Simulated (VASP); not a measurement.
PtS2:

```
CELL_PARAMETERS angstrom
3.54320 0.00000 0.00000
-1.77160 3.06850 0.00000
0.00000 0.00000 5.03880
ATOMIC_POSITIONS crystal
Pt 0.00000 0.00000 0.00000
S 0.33333 0.66667 0.25000
S 0.66667 0.33333 0.75000
```

Base run:

```yaml
Program: VASP 6.6.1
Functional: PBE
Potentials_or_basis: VASP PAW PBE potentials, release 64 (Pt, S)
Cutoff: 500 eV
k_mesh: 6 × 6 × 4
Occupations: fermi-dirac, width 0.1 eV
Spin: no spin polarisation
```

Its results: band gap on the k mesh 0.56 eV, indirect (least direct gap 1.31 eV); pressure 2.0 GPa; largest force 0.365 eV/Å.

Question: The run is repeated on the same cell with these changes: functional from PBE to PBEsol; occupations from fermi-dirac, width 0.1 eV to gaussian, width 0.1 eV. What comes out?

Answer: Band gap on the k mesh 0.49 eV, indirect (least direct gap 1.26 eV); pressure -3.0 GPa; largest force 0.600 eV/Å.

Caveats: spin-orbit coupling is left out, which moves the levels of the heavy elements; the PAW data sets were made with another functional, which shifts forces and pressure a little (some runs).

A k mesh can miss the band edges.
